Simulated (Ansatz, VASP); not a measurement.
# Ti in VASP and in Ansatz

```
Ti
1.0
     2.95000    0.00000    0.00000
    -1.47500    2.55477    0.00000
     0.00000    0.00000    4.68000
Ti
2
Direct
  0.66667 0.33333 0.75000
  0.33333 0.66667 0.25000
```

Alike in both runs: task relaxation of cell and atoms; functional LDA; k mesh 10 × 10 × 6; occupations fermi-dirac, width 0.05 eV; no spin polarisation.

```csv
,VASP,Ansatz
version,VASP 6.6.1,Ansatz 0.2.0
potentials or method,"VASP PAW LDA potentials, release 64 (Ti_sv), cutoff 600 eV","all-electron LAPW, scalar-relativistic"
```

Ansatz gave:

```
relaxed volume (Å³/atom)                                                      : 16.10
relaxed length of the cell vector where the two differ most in proportion (Å) : 2.867
```

Question: What did VASP give for the same quantities?

Answer: Relaxed volume (Å³/atom): 16.06; relaxed length of the cell vector where the two differ most in proportion (Å): 2.865.

LDA's correlation is that of Perdew and Zunger in VASP and of Perdew and Wang (1992) in Ansatz. Ansatz ran all-electron here, and VASP with PAW potentials.
